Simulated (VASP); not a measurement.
# La (P6_3/mmc) in VASP: notebook

Runs on La. Level: r2SCAN. Tasks: single point, relaxation of cell and atoms.

Everything below comes from runs of VASP 6.6.1. Logs are shortened: lines on timing, memory, paths and dates and some standing lists are left out, and cuts for length are marked.

## 1. The cell of the first run

The structure is hexagonal, space group P6_3/mmc (No. 194). The conventional cell has a = 3.337 Å, b = 3.337 Å, c = 5.715 Å, α = 90.00°, β = 90.00°, γ = 120.00°. Within 4.4 Å of La (site symmetry -6m2) lie 12 La at 3.34 to 3.45 Å.

## 2. Single point, r2SCAN

File POSCAR:

```
La
1.0
    3.3367068988      0.0000000000      0.0000000000
   -1.6683534494      2.8896729393      0.0000000000
    0.0000000000      0.0000000000      5.7150289501
La
2
Direct
    0.3333333333      0.6666666667      0.2500000000
    0.6666666667      0.3333333333      0.7500000000
```

File INCAR.step1:

```
SYSTEM = La
  PREC = Accurate
  ENCUT = 520
  ISMEAR = -1
  SIGMA = 0.1
  LREAL = .FALSE.
  LASPH = .TRUE.
  NELM = 100
  NBANDS = 18
  GGA = PE
  ALGO = Normal
  EDIFF = 1E-4
  LWAVE = .TRUE.
  LCHARG = .FALSE.
```

File INCAR.step2:

```
SYSTEM = La
  PREC = Accurate
  ENCUT = 520
  EDIFF = 1E-7
  ISMEAR = -1
  SIGMA = 0.1
  LREAL = .FALSE.
  LASPH = .TRUE.
  NELM = 100
  ALGO = Normal
  ISIF = 2
  LWAVE = .FALSE.
  LCHARG = .FALSE.
  METAGGA = R2SCAN
  LMIXTAU = .TRUE.
  NBANDS = 18
  ISTART = 1
```

File KPOINTS:

```
Automatic mesh
0
G
  7 7 4
  0 0 0
```

Potentials or basis: VASP PAW PBE potentials, release 64 (La).

On the command line:

```sh
$ cat potpaw_PBE.64/La/POTCAR > POTCAR
$ cp INCAR.step1 INCAR
$ mpirun -np 1 vasp_std > vasp.out
$ cp INCAR.step2 INCAR
$ mpirun -np 1 vasp_std > vasp.out
```

OUTCAR:

```text
SYSTEM = La
   PREC = Accurate
   ENCUT = 520
   EDIFF = 1E-7
   ISMEAR = -1
   LREAL = .FALSE.
   LASPH = .TRUE.
   NELM = 100
   ISIF = 2
   METAGGA = R2SCAN
   ISTART = 1

 ion  position               nearest neighbor table
   1  0.333  0.667  0.250-   2 3.45   2 3.45   2 3.45   2 3.45   2 3.45   2 3.45
   2  0.667  0.333  0.750-   1 3.45   1 3.45   1 3.45   1 3.45   1 3.45   1 3.45

  LATTYP: Found a hexagonal cell.
 ALAT       =     3.3367068988
 C/A-ratio  =     1.7127752372

  Lattice vectors:

 A1 = (   3.3367068988,   0.0000000000,   0.0000000000)
 A2 = (  -1.6683534494,   2.8896729393,   0.0000000000)
 A3 = (   0.0000000000,   0.0000000000,   5.7150289501)

Analysis of symmetry for initial positions (statically):
=====================================================================
 Subroutine PRICEL returns:
 Original cell was already a primitive cell.

 Routine SETGRP: Setting up the symmetry group for a
 hexagonal supercell.

 Subroutine GETGRP returns: Found 24 space group operations
 (whereof 12 operations were pure point group operations)
 out of a pool of 24 trial point group operations.

The static configuration has the point symmetry D_3d.
 The point group associated with its full space group is D_6h.

Analysis of symmetry for dynamics (positions and initial velocities):
=====================================================================
 Subroutine PRICEL returns:
 Original cell was already a primitive cell.

 Routine SETGRP: Setting up the symmetry group for a
 hexagonal supercell.

 Subroutine GETGRP returns: Found 24 space group operations
 (whereof 12 operations were pure point group operations)
 out of a pool of 24 trial point group operations.

The dynamic configuration has the point symmetry D_3d.
 The point group associated with its full space group is D_6h.

 Subroutine INISYM returns: Found 24 space group operations
 (whereof 12 operations are pure point group operations),
 and found     1 'primitive' translations

----------------------------------------------------------------------------------------

                                     Primitive cell

  volume of cell :      55.1043

[... 80 lines left out ...]
   ICHARG =      0    charge: 1-file 2-atom 10-const
   ISPIN  =      1    spin polarized calculation?
   LNONCOLLINEAR =      F non collinear calculations
   LSORBIT =      F    spin-orbit coupling
   LASPH  =      T    aspherical Exc in radial PAW
   ENCUT  =  520.0 eV  38.22 Ry    6.18 a.u.   6.20  6.20 10.63*2*pi/ulx,y,z
   NELM   =    100;   NELMIN=  2; NELMDL=  0     # of ELM steps
   EDIFF  = 0.1E-06   stopping-criterion for ELM
   LREAL  =      F    real-space projection
   EDIFFG = 0.1E-05   stopping-criterion for IOM
   NSW    =      0    number of steps for IOM
   IBRION =     -1    ionic relax: 0-MD 1-quasi-New 2-CG
   NFREE  =      0    steps in history (QN), initial steepest desc. (CG)
   ISIF   =      2    stress and relaxation
   ISYM   =      2    0-nonsym 1-usesym 2-fastsym
   POTIM  = 0.5000    time-step for ionic-motion
   TEBEG  =    0.0;   TEEND  =   0.0 temperature during run
   PSTRESS=    0.0 pullay stress
   NELECT =      22.0000    total number of electrons
   NUPDOWN=      -1.0000    fix difference up-down
   EMIN   =  10.00;   EMAX   =-10.00  energy-range for DOS
   EFERMI =   0.00;   METHOD = LEGACY
   ISMEAR =    -1;   SIGMA  =   0.10  broadening in eV -4-tet -1-fermi 0-gaus
   EFERMI_NEDOS =   21; number of points for ismear=-14 and -15
   IALGO  =     38    algorithm
   IMIX   =      4    mixing-type and parameters
     AMIX     =   0.40;   BMIX     =  1.00
     AMIX_MAG =   1.60;   BMIX_MAG =  1.00
  volume/ion in A,a.u.               =      27.55       185.93
  Fermi-wavevector in a.u.,A,eV,Ry     =   1.205463  2.277995 19.771194  1.453142
  Thomas-Fermi vector in A             =   2.341159
   LORBIT       =      0    0 simple, 1 ext, 2 COOP (PROOUT), +10 PAW based schemes
   METAGGA = R2SCAN    functional components
   LHFCALC =     F    Hartree Fock is set to
   AEXX    =    0.0000 exact exchange contribution
   IVDW    =     0    specifies the selected vdW correction
   LEPSILON=     F    determine dielectric tensor
   LRPA    =     F    only Hartree local field effects (RPA)
 non-spin polarized calculation
  energy-cutoff  :      520.00
  volume of cell :       55.10
 maximum number of plane-waves:      1500
 NGX is ok and might be reduce to    28
   NGX = 13   NGY = 13   NGZ = 21

 number of electron      22.0000000 magnetization

 Free energy of the ion-electron system (eV)
  ---------------------------------------------------
  ext. energy  EPLUGINS =         0.00000000
  ---------------------------------------------------
  free energy    TOTEN  =       -58.87835021 eV

  energy without entropy =      -58.79157069  energy(sigma->0) =      -58.83496045

 E-fermi :  11.2484     XC(G=0): -11.6341

 val. band max:       11.2129477515   @ k =   0.2857   0.2857   0.2500
 cond. band min:      11.2565061937   @ k =   0.1429  -0.0000   0.5000
 fundamental gap:      0.0435584422
 Fermi energy:        11.2484239457

 k-point     1 :       0.0000    0.0000    0.0000
  band No.  band energies     occupation
      1     -22.6919      2.00000
      2     -22.1464      2.00000
      3      -7.3162      2.00000
      4      -4.4359      2.00000
      5      -4.4359      2.00000
      6      -4.3390      2.00000
[... 481 lines left out ...]
      5      -6.0378      2.00000
      6      -6.0378      2.00000
[... 10 lines left out ...]
     17      14.0370      0.00000
     18      14.0370      0.00000

------------------------ aborting loop because EDIFF is reached ----------------------------------------

  FORCE on cell =-STRESS in cart. coord.  units (eV):
  Direction    XX          YY          ZZ          XY          YZ          ZX
  --------------------------------------------------------------------------------------
  -------------------------------------------------------------------------------------
  Total        3.4969015      3.4969015      3.4744374      0.0000000      0.0000000      0.0000000
  in kB      101.6737384    101.6737384    101.0205859      0.0000000      0.0000000      0.0000000
  external PRESSURE =     101.4560209 kB  Pullay stress =       0.0000000 kB

 VOLUME and BASIS-vectors are now :
 -----------------------------------------------------------------------------
  energy-cutoff  :      520.00
  volume of cell :       55.10
      direct lattice vectors                 reciprocal lattice vectors
     3.336706899  0.000000000  0.000000000     0.299696686  0.173029962  0.000000000
    -1.668353449  2.889672939  0.000000000     0.000000000  0.346059925  0.000000000
     0.000000000  0.000000000  5.715028950     0.000000000  0.000000000  0.174977241

 POSITION                                       TOTAL-FORCE (eV/Angst)
 -----------------------------------------------------------------------------------
     -0.00000      1.92645      1.42876        -0.000000      0.000000      0.000000
      1.66835      0.96322      4.28627         0.000000     -0.000000      0.000000
 -----------------------------------------------------------------------------------
    total drift:                                0.000000     -0.000000      0.000000

  FREE ENERGIE OF THE ION-ELECTRON SYSTEM (eV)
  ---------------------------------------------------
  free  energy   TOTEN  =       -58.8783502057 eV

  energy  without entropy=      -58.7915706936  energy(sigma->0) =      -58.83496045
```

OUTCAR.step1:

```text
SYSTEM = La
   PREC = Accurate
   ENCUT = 520
   ISMEAR = -1
   LREAL = .FALSE.
   LASPH = .TRUE.
[... 725 lines left out ...]
     -0.00000      1.92645      1.42876         0.000000     -0.000000      0.000000
      1.66835      0.96322      4.28627        -0.000000      0.000000      0.000000
 -----------------------------------------------------------------------------------
    total drift:                                0.000000     -0.000000      0.000000

  FREE ENERGIE OF THE ION-ELECTRON SYSTEM (eV)
  ---------------------------------------------------
  free  energy   TOTEN  =        -9.1578907544 eV

  energy  without entropy=       -9.0657540816  energy(sigma->0) =       -9.11182242
```

OSZICAR.step1:

```text
N       E                     dE             d eps       ncg     rms          rms(c)
DAV:   1     0.246046432683E+03    0.24605E+03   -0.78637E+03   872   0.181E+03
DAV:   2     0.279884369673E+02   -0.21806E+03   -0.21458E+03  1216   0.328E+02
DAV:   3    -0.577928186750E+01   -0.33768E+02   -0.32796E+02  1456   0.140E+02
DAV:   4    -0.901854041623E+01   -0.32393E+01   -0.31865E+01  1700   0.367E+01
DAV:   5    -0.924919251394E+01   -0.23065E+00   -0.22983E+00  1472   0.954E+00    0.539E+00
DAV:   6    -0.918799757445E+01    0.61195E-01   -0.33504E-01  1720   0.465E+00    0.286E+00
DAV:   7    -0.915349948461E+01    0.34498E-01   -0.66060E-02  1512   0.202E+00    0.557E-01
DAV:   8    -0.915527032723E+01   -0.17708E-02   -0.13699E-02  1664   0.107E+00    0.177E-01
DAV:   9    -0.915782414767E+01   -0.25538E-02   -0.12619E-02  1536   0.838E-01    0.875E-02
DAV:  10    -0.915789075436E+01   -0.66607E-04   -0.83464E-04  1672   0.267E-01
   1 F= -.91578908E+01 E0= -.91118224E+01  d E =-.921367E-01
```

Wall time 1.9 min (1 thread of Intel Xeon Platinum 8488C (Sapphire Rapids), shared host); peak memory 0.2 GiB.

Results:

```yaml
Free_energy: -58.8784 eV
Pressure: 10.1 GPa
Band_gap_on_the_k_mesh: zero (band 11 reaches 12.24 eV, above the bottom of band 12 at 10.27 eV)
```

Caveat: the PAW data sets were made with another functional, which shifts forces and pressure a little; spin-orbit coupling is left out, which moves the levels of the heavy elements.

## 3. Relaxation of cell and atoms, r2SCAN, target pressure 10 GPa, at which the enthalpy is minimised

This run uses another cell than the first one, of 36.96 Å³/atom, 1.342 times its volume.

File POSCAR:

```
La
1.0
    3.7500000000      0.0000000000      0.0000000000
   -1.8750000000      3.2475952600      0.0000000000
    0.0000000000      0.0000000000      6.0700000000
La
2
Direct
    0.3333333300      0.6666666700      0.2500000000
    0.6666666700      0.3333333300      0.7500000000
```

File INCAR.step1:

```
SYSTEM = La
PREC     = Accurate       ! precision mode
ENCUT    = 600            ! plane-wave cutoff, eV
ISMEAR   = -1             ! smearing method
SIGMA    = 0.1            ! smearing width, eV
LREAL    = .FALSE.        ! projectors in reciprocal space
LASPH    = .TRUE.         ! aspherical terms in the spheres
NELM     = 100            ! most SCF steps
GGA      = PE             ! functional
ALGO     = Normal         ! electronic algorithm
EDIFF    = 1E-4           ! SCF threshold, eV
LWAVE    = .TRUE.         ! write WAVECAR
LCHARG   = .FALSE.        ! write CHGCAR
```

File INCAR.step2:

```
SYSTEM = La
PREC     = Accurate       ! precision mode
ENCUT    = 600            ! plane-wave cutoff, eV
EDIFF    = 1E-6           ! SCF threshold, eV
ISMEAR   = -1             ! smearing method
SIGMA    = 0.1            ! smearing width, eV
LREAL    = .FALSE.        ! projectors in reciprocal space
LASPH    = .TRUE.         ! aspherical terms in the spheres
NELM     = 100            ! most SCF steps
ALGO     = Normal         ! electronic algorithm
ISIF     = 3              ! what is computed and relaxed
LWAVE    = .FALSE.        ! write WAVECAR
LCHARG   = .FALSE.        ! write CHGCAR
METAGGA  = R2SCAN         ! meta-GGA
LMIXTAU  = .TRUE.       
IBRION   = 2              ! ionic algorithm
NSW      = 80             ! ionic steps
EDIFFG   = -0.03          ! ionic threshold
PSTRESS  = 100.0        
ISTART   = 1
```

KPOINTS is that of step 2.

Potentials or basis: VASP PAW PBE potentials, release 64 (La).

On the command line:

```sh
$ cat potpaw_PBE.64/La/POTCAR > POTCAR
$ cp INCAR.step1 INCAR
$ mpirun -np 1 vasp_std > vasp.out
$ cp INCAR.step2 INCAR
$ mpirun -np 1 vasp_std > vasp.out
```

Run time: 11 min. Hardware: 1 thread of Intel Xeon Platinum 8488C (Sapphire Rapids), shared host; peak memory 0.25 GiB.

The run converged. Its results:

```
Free energy                                            : -58.8874 eV
Relaxed volume                                         : 27.59 Å³/atom
Relaxed cell                                           : a = 3.340 Å, b = 3.340 Å, c = 5.711 Å, α = 90.00°, β = 90.00°, γ = 120.00°
Space group after relaxing (to 0.05 Å)                 : P6_3/mmc (No. 194)
Energy change on relaxing (the enthalpy is what falls) : +285.3 meV/atom
Ionic steps                                            : 8
Pressure after relaxing                                : 10.1 GPa
Band gap on the k mesh                                 : zero (band 11 reaches 12.22 eV, above the bottom of band 12 at 10.26 eV)
```

The path:
| step | energy change (eV) | largest force (eV/Å) | pressure (GPa) | volume (Å³) |
| --- | --- | --- | --- | --- |
| 1 | 0.0000 | 0.0000 | 0.95 | 73.92 |
| 2 | 0.6920 | 0.0000 | 12.00 | 53.77 |
| 3 | 0.5406 | 0.0000 | 9.89 | 56.00 |
| 4 | 0.5609 | 0.0000 | 10.24 | 55.67 |
| 5 | 0.5601 | 0.0000 | 10.23 | 55.49 |
| 6 | 0.5621 | 0.0000 | 10.08 | 55.38 |
| 7 | 0.5731 | 0.0000 | 10.14 | 55.14 |
| 8 | 0.5706 | 0.0000 | 10.12 | 55.18 |

Final structure:
```
La
1.0
     3.34029    0.00000    0.00000
    -1.67014    2.89278    0.00000
     0.00000    0.00000    5.71097
La
2
Direct
  0.33333 0.66667 0.25000
  0.66667 0.33333 0.75000
```

Levels at points of the mesh, in eV from the Fermi level:
```tsv
k point	band 7	band 8	band 9	band 10	band 11	band 12	band 13	band 14	band 15
(0.00, 0.00, 0.00)	-15.38	-15.38	-2.58	-1.92	0.95	1.76	1.76	2.01	2.10
(0.00, 0.00, 0.50)	-15.54	-15.54	-1.32	-1.32	0.99	0.99	1.87	1.87	1.87
```

Caveat: the cell is relaxed towards a set pressure, so the enthalpy falls and the energy may rise; the volume moved by over 15 % at a fixed basis, so the end points are rough; the PAW data sets were made with another functional, which shifts forces and pressure a little; spin-orbit coupling is left out, which moves the levels of the heavy elements.

[end of part 1 of 2]
